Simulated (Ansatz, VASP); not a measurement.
## One calculation of Be2Cd2O, two programs

```
Be Cd O
1.0
     3.86645    0.00000    0.00000
     0.00000    3.86645    0.00000
     0.00000    0.00000    5.24473
Be Cd O
2 2 1
Cartesian
  1.9332 1.9332 1.2587
  1.9332 1.9332 3.9860
  0.0000 1.9332 2.6224
  1.9332 0.0000 2.6224
  0.0000 0.0000 0.0000
```

Change from the starting cell: species swapped into the CeMg2Si2 type (P4/mmm, No. 123).

Alike in both runs: task single point; functional PBE; k mesh 4 × 4 × 4; occupations gaussian, width 0.1 eV; no spin polarisation.

|  | VASP | Ansatz |
| --- | --- | --- |
| version | VASP 6.6.1 | Ansatz 0.2.0 |
| potentials or method | VASP PAW PBE potentials, release 64 (Be, Cd, O), cutoff 520 eV | scalar-relativistic, plane waves, PAW |
| valence electrons in the cell | 34 | 50 |

VASP gave:

* gap on the k mesh at the Fermi level (eV): none
* pressure (GPa): 9.5
* traceless stress, the component that is largest in VASP (GPa): -13.89
* rms of the force components (eV/Å): 0.650

Problem. Estimate Ansatz's values.

Solution. gap on the k mesh at the Fermi level (eV): none; pressure (GPa): 9.0; traceless stress, the component that is largest in VASP (GPa): -13.66; rms of the force components (eV/Å): 0.632.

Atom by atom the forces differ by 0.019 eV/Å (rms over components). A gap of «none» marks a metal or a gap that the smearing closes. VASP's potentials hold 34 valence electrons a cell and Ansatz's 50, so a difference there can come from the potentials and not from the codes.

The k mesh is coarse, so the values compare programs but aren't converged.
